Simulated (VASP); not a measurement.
# AlN in VASP: further runs, part 3 of 3

VASP 6.6.1. Earlier steps stand in the parts before.

## (5) Single point, PBE

This run uses another cell than the first one, of 10.65 Å³/atom, 1.049 times its volume.

INCAR reads:

```
ALGO = Normal
EDIFF = 1E-6
ENCUT = 520
GGA = PE
ISIF = 2
ISMEAR = 0
LASPH = True
LCHARG = False
LREAL = False
LWAVE = False
NBANDS = 16
NELM = 100
PREC = Accurate
SIGMA = 0.05
```

KPOINTS reads:

```
k-points
0
Gamma
  12 12 6
```

POSCAR reads:

```
AlN
1.0
    3.1302395629      0.0000000000      0.0000000000
   -1.5651197815      2.7108669814      0.0000000000
    0.0000000000      0.0000000000      5.0179796548
Al N
2 2
Direct
    0.3333333333      0.6666666667      0.0017287175
    0.6666666667      0.3333333333      0.5017287175
    0.3333333333      0.6666666667      0.3832712825
    0.6666666667      0.3333333333      0.8832712825
```

Potentials or basis: VASP PAW PBE potentials, release 64 (Al, N).

The run is started by

```
$ cat potpaw_PBE.64/Al/POTCAR potpaw_PBE.64/N/POTCAR > POTCAR
$ mpirun -np 1 vasp_std > vasp.out
```

OUTCAR:

```text
EDIFF = 1E-6
   ENCUT = 520
   GGA = PE
   ISIF = 2
   ISMEAR = 0
   LASPH = True
   LREAL = False
   NELM = 100
   PREC = Accurate

 ion  position               nearest neighbor table
   1  0.333  0.667  0.002-   4 1.90   4 1.90   4 1.90   3 1.91   2 3.09   2 3.09   2 3.09   2 3.09
                             2 3.09   2 3.09
   2  0.667  0.333  0.502-   3 1.90   3 1.90   3 1.90   4 1.91   1 3.09   1 3.09   1 3.09   1 3.09
                             1 3.09   1 3.09
   3  0.333  0.667  0.383-   2 1.90   2 1.90   2 1.90   1 1.91
   4  0.667  0.333  0.883-   1 1.90   1 1.90   1 1.90   2 1.91

  LATTYP: Found a hexagonal cell.
 ALAT       =     3.1302395629
 C/A-ratio  =     1.6030656932

  Lattice vectors:

 A1 = (   3.1302395629,   0.0000000000,   0.0000000000)
 A2 = (  -1.5651197815,   2.7108669814,   0.0000000000)
 A3 = (   0.0000000000,   0.0000000000,   5.0179796548)

Analysis of symmetry for initial positions (statically):
=====================================================================
 Subroutine PRICEL returns:
 Original cell was already a primitive cell.

 Routine SETGRP: Setting up the symmetry group for a
 hexagonal supercell.

 Subroutine GETGRP returns: Found 12 space group operations
 (whereof  6 operations were pure point group operations)
 out of a pool of 24 trial point group operations.

The static configuration has the point symmetry C_3v.
 The point group associated with its full space group is C_6v.

Analysis of symmetry for dynamics (positions and initial velocities):
=====================================================================
 Subroutine PRICEL returns:
 Original cell was already a primitive cell.

 Routine SETGRP: Setting up the symmetry group for a
 hexagonal supercell.

 Subroutine GETGRP returns: Found 12 space group operations
 (whereof  6 operations were pure point group operations)
 out of a pool of 24 trial point group operations.

The dynamic configuration has the point symmetry C_3v.
 The point group associated with its full space group is C_6v.

 Subroutine INISYM returns: Found 12 space group operations
 (whereof  6 operations are pure point group operations),
 and found     1 'primitive' translations

----------------------------------------------------------------------------------------

                                     Primitive cell

  volume of cell :      42.5809

  direct lattice vectors                    reciprocal lattice vectors
     3.130239563  0.000000000  0.000000000     0.319464367  0.184442838  0.000000000
    -1.565119781  2.710866981  0.000000000     0.000000000  0.368885676  0.000000000
     0.000000000  0.000000000  5.017979655     0.000000000  0.000000000  0.199283391

  length of vectors
     3.130239563  3.130239563  5.017979655     0.368885676  0.368885676  0.199283391

  position of ions in fractional coordinates (direct lattice)
     0.333333333  0.666666667  0.001728718
     0.666666667  0.333333333  0.501728718
     0.333333333  0.666666667  0.383271282
     0.666666667  0.333333333  0.883271282

  ion indices of the primitive-cell ions
   primitive index   ion index
                 1           1
                 2           2
                 3           3
                 4           4

----------------------------------------------------------------------------------------

 KPOINTS: k-points

Automatic generation of k-mesh.
 Grid dimensions read from file:
 generate k-points for:   12   12    6

 Generating k-lattice:

  Cartesian coordinates                     Fractional coordinates (reciprocal lattice)
     0.026622031  0.015370237  0.000000000     0.083333333 -0.000000000  0.000000000
     0.000000000  0.030740473  0.000000000     0.000000000  0.083333333  0.000000000
     0.000000000  0.000000000  0.033213898     0.000000000  0.000000000  0.166666667

  Length of vectors
     0.030740473  0.030740473  0.033213898

  Shift w.r.t. Gamma in fractional coordinates (k-lattice)
     0.000000000  0.000000000  0.000000000

 Subroutine IBZKPT returns following result:
 ===========================================

 Found     76 irreducible k-points:

 Following reciprocal coordinates:
            Coordinates               Weight
  0.000000  0.000000  0.000000      1.000000
  0.083333  0.000000  0.000000      6.000000
  0.166667  0.000000  0.000000      6.000000
  0.250000  0.000000  0.000000      6.000000
  0.333333  0.000000  0.000000      6.000000
  0.416667  0.000000  0.000000      6.000000
[... 16 lines left out ...]
  0.250000  0.000000  0.166667     12.000000
  0.333333  0.000000  0.166667     12.000000
 [... further k-points ...]
   k-points           NKPTS =     76   k-points in BZ     NKDIM =     76   number of bands    NBANDS=     16
   number of dos      NEDOS =    301   number of ions     NIONS =      4
   total plane-waves  NPLWV =  23040
   dimension x,y,z NGX =    24 NGY =   24 NGZ =   40
   dimension x,y,z NGXF=    48 NGYF=   48 NGZF=   80
   ions per type =               2   2
   NGX,Y,Z   is equivalent  to a cutoff of  12.75, 12.75, 13.25 a.u.
   NGXF,Y,Z  is equivalent  to a cutoff of  25.49, 25.49, 26.50 a.u.
 SYSTEM =  unknown system
   PREC   = accura    normal or accurate (medium, high low for compatibility)
   ISTART =      0    job   : 0-new  1-cont  2-samecut
   ICHARG =      2    charge: 1-file 2-atom 10-const
   ISPIN  =      1    spin polarized calculation?
   LNONCOLLINEAR =      F non collinear calculations
   LSORBIT =      F    spin-orbit coupling
   LASPH  =      T    aspherical Exc in radial PAW
   ENCUT  =  520.0 eV  38.22 Ry    6.18 a.u.   5.82  5.82  9.33*2*pi/ulx,y,z
   NELM   =    100;   NELMIN=  2; NELMDL= -5     # of ELM steps
   EDIFF  = 0.1E-05   stopping-criterion for ELM
   LREAL  =      F    real-space projection
   EDIFFG = 0.1E-04   stopping-criterion for IOM
   NSW    =      0    number of steps for IOM
   IBRION =     -1    ionic relax: 0-MD 1-quasi-New 2-CG
   NFREE  =      0    steps in history (QN), initial steepest desc. (CG)
   ISIF   =      2    stress and relaxation
   ISYM   =      2    0-nonsym 1-usesym 2-fastsym
   POTIM  = 0.5000    time-step for ionic-motion
   TEBEG  =    0.0;   TEEND  =   0.0 temperature during run
   PSTRESS=    0.0 pullay stress
   NELECT =      16.0000    total number of electrons
   NUPDOWN=      -1.0000    fix difference up-down
   EMIN   =  10.00;   EMAX   =-10.00  energy-range for DOS
   EFERMI =   0.00;   METHOD = LEGACY
   ISMEAR =     0;   SIGMA  =   0.05  broadening in eV -4-tet -1-fermi 0-gaus
   EFERMI_NEDOS =   21; number of points for ismear=-14 and -15
   IALGO  =     38    algorithm
   IMIX   =      4    mixing-type and parameters
     AMIX     =   0.40;   BMIX     =  1.00
     AMIX_MAG =   1.60;   BMIX_MAG =  1.00
  volume/ion in A,a.u.               =      10.65        71.84
  Fermi-wavevector in a.u.,A,eV,Ry     =   1.181345  2.232418 18.987951  1.395575
  Thomas-Fermi vector in A             =   2.317620
   LORBIT       =      0    0 simple, 1 ext, 2 COOP (PROOUT), +10 PAW based schemes
   GGA     = PE    functional components
   LHFCALC =     F    Hartree Fock is set to
   AEXX    =    0.0000 exact exchange contribution
   IVDW    =     0    specifies the selected vdW correction
   LEPSILON=     F    determine dielectric tensor
   LRPA    =     F    only Hartree local field effects (RPA)
 non-spin polarized calculation
 Gauss-broadening in eV      SIGMA  =   0.05
  energy-cutoff  :      520.00
  volume of cell :       42.58
 maximum number of plane-waves:      1170
 NGX is ok and might be reduce to    24
   NGX = 11   NGY = 11   NGZ = 19

 number of electron      15.9999998 magnetization

 Free energy of the ion-electron system (eV)
  ---------------------------------------------------
  ext. energy  EPLUGINS =         0.00000000
  ---------------------------------------------------
  free energy    TOTEN  =       -29.78050415 eV

  energy without entropy =      -29.78050415  energy(sigma->0) =      -29.78050415

 E-fermi :   6.2375     XC(G=0): -10.8269

 val. band max:        5.9642447454   @ k =   0.0000   0.0000   0.0000
 cond. band min:      10.0074204649   @ k =   0.0000   0.0000   0.0000
 fundamental gap:      4.0431757195
 Fermi energy:         6.2374600693

 k-point     1 :       0.0000    0.0000    0.0000
  band No.  band energies     occupation
      1      -9.1032      2.00000
      2      -7.0205      2.00000
      3       0.0589      2.00000
      4       5.1188      2.00000
      5       5.1188      2.00000
      6       5.7614      2.00000
[... 433 lines left out ...]
      3       1.1235      2.00000
      4       2.0702      2.00000
      5       2.6718      2.00000
      6       4.2240      2.00000
[... 8 lines left out ...]
     15      18.1874      0.00000
     16      20.0821      0.00000

 [... further k-points ...]
[... 5 lines left out ...]
  --------------------------------------------------------------------------------------
  -------------------------------------------------------------------------------------
  Total       -0.0731668     -0.0731668     -0.0561634      0.0000000      0.0000000      0.0000000
  in kB       -2.7530226     -2.7530226     -2.1132430      0.0000000      0.0000000      0.0000000
  external PRESSURE =      -2.5397627 kB  Pullay stress =       0.0000000 kB

 VOLUME and BASIS-vectors are now :
 -----------------------------------------------------------------------------
  energy-cutoff  :      520.00
  volume of cell :       42.58
      direct lattice vectors                 reciprocal lattice vectors
     3.130239563  0.000000000  0.000000000     0.319464367  0.184442838  0.000000000
    -1.565119781  2.710866981  0.000000000     0.000000000  0.368885676  0.000000000
     0.000000000  0.000000000  5.017979655     0.000000000  0.000000000  0.199283391

 POSITION                                       TOTAL-FORCE (eV/Angst)
 -----------------------------------------------------------------------------------
     -0.00000      1.80724      0.00867         0.000000     -0.000000      0.000661
      1.56512      0.90362      2.51766        -0.000000      0.000000      0.000661
     -0.00000      1.80724      1.92325        -0.000000      0.000000     -0.000661
      1.56512      0.90362      4.43224         0.000000     -0.000000     -0.000661
 -----------------------------------------------------------------------------------
    total drift:                               -0.000000      0.000000      0.000625

  FREE ENERGIE OF THE ION-ELECTRON SYSTEM (eV)
  ---------------------------------------------------
  free  energy   TOTEN  =       -29.7805041539 eV

  energy  without entropy=      -29.7805041539  energy(sigma->0) =      -29.78050415
```

OSZICAR:

```text
N       E                     dE             d eps       ncg     rms          rms(c)
DAV:   1     0.408323197418E+02    0.40832E+02   -0.72955E+03  2432   0.893E+02
DAV:   2    -0.310300324549E+02   -0.71862E+02   -0.65419E+02  3456   0.185E+02
DAV:   3    -0.344356312596E+02   -0.34056E+01   -0.33972E+01  3032   0.418E+01
DAV:   4    -0.344564731248E+02   -0.20842E-01   -0.20841E-01  3024   0.371E+00
DAV:   5    -0.344567561745E+02   -0.28305E-03   -0.28305E-03  3064   0.433E-01    0.121E+01
DAV:   6    -0.297654272441E+02    0.46913E+01   -0.10685E+01  2904   0.236E+01    0.411E+00
DAV:   7    -0.297922746194E+02   -0.26847E-01   -0.65827E-01  2616   0.571E+00    0.292E+00
DAV:   8    -0.297851946787E+02    0.70799E-02   -0.62168E-02  2744   0.230E+00    0.624E-01
DAV:   9    -0.297799479428E+02    0.52467E-02   -0.12410E-02  3232   0.823E-01    0.252E-01
DAV:  10    -0.297805875203E+02   -0.63958E-03   -0.23625E-03  2624   0.306E-01    0.137E-01
DAV:  11    -0.297805011401E+02    0.86380E-04   -0.18205E-04  2880   0.103E-01    0.344E-02
DAV:  12    -0.297805043290E+02   -0.31889E-05   -0.12313E-05  2656   0.280E-02    0.713E-03
DAV:  13    -0.297805041539E+02    0.17512E-06   -0.44281E-06  2904   0.161E-02
   1 F= -.29780504E+02 E0= -.29780504E+02  d E =-.352234E-17
```

Wall time 38 s (1 thread of Intel Xeon 6975P-C, shared host); peak memory 0.18 GiB.

What came out:

```yaml
Free_energy: -29.7805 eV
Pressure: -0.3 GPa
Band_gap_on_the_k_mesh: 4.04 eV, direct
```

Levels at points of the mesh, in eV from the valence-band top:
```
           k point  band 6  band 7  band 8  band 9  band 10  band 11
(0.00, 0.00, 0.00)   -0.20   -0.20    0.00    4.04     6.51    10.46
(0.50, 0.00, 0.00)   -2.05   -1.74   -0.68    5.76     5.76     8.02
(0.00, 0.00, 0.50)   -0.53   -0.53   -0.53    6.31     6.31    10.17
(0.50, 0.00, 0.50)   -1.44   -1.35   -1.35    5.25     5.25     9.14
```

## (6) Summary

```tsv
cell	k mesh	smearing	gap on the mesh (eV)	pressure (GPa)	largest force (eV/Å)
a = 3.114, b = 3.114, c = 4.834 Å, angles 90.0, 90.0, 120.0°, 4 atoms	9 × 9 × 6	gaussian 0.02 eV	4.45	19.3	5.21
a = 3.090, b = 3.090, c = 5.094 Å, angles 90.0, 90.0, 120.0°, 4 atoms	9 × 9 × 6	gaussian 0.02 eV	4.06	2.6	1.23
a = 3.143, b = 3.143, c = 5.091 Å, angles 89.7, 89.7, 118.9°, 4 atoms	9 × 9 × 6	gaussian 0.02 eV	3.85	-5.8	0.61
a = 3.130, b = 3.130, c = 5.018 Å, angles 90.0, 90.0, 120.0°, 4 atoms	12 × 12 × 6	gaussian 0.05 eV	4.04	-0.3	-
```

Alike in all rows: task single point; level PBE; potentials or basis VASP PAW PBE potentials, release 64 (Al, N); no spin polarisation; cutoff (eV) 520.

Caveats: forces of over 1 eV/Å act on the atoms, so gaps and moduli don't describe the material at rest (some runs).

Total energies depend on the potentials used, so only differences within one code and one set of settings carry meaning.

## (7) Against experiment

Step 5. A measured gap of AlN is 6.0343 eV (an exciton energy, a little under the gap; 0 K; quoted in “Structural and optical properties of self-assembled AlN nanowires grown on SiO2/Si substrates by molecular beam epitaxy”, 2024, arxiv:2402.00216); the calculated 4.04 eV misses it by -1.99 eV. 2 values of this kind are on record (6.034 to 6.0343 eV); this one was drawn at random. The value is that of PBE on a finite k mesh, which can miss the band edges, without temperature or zero-point motion. Semilocal functionals fall short of measured gaps as a rule.
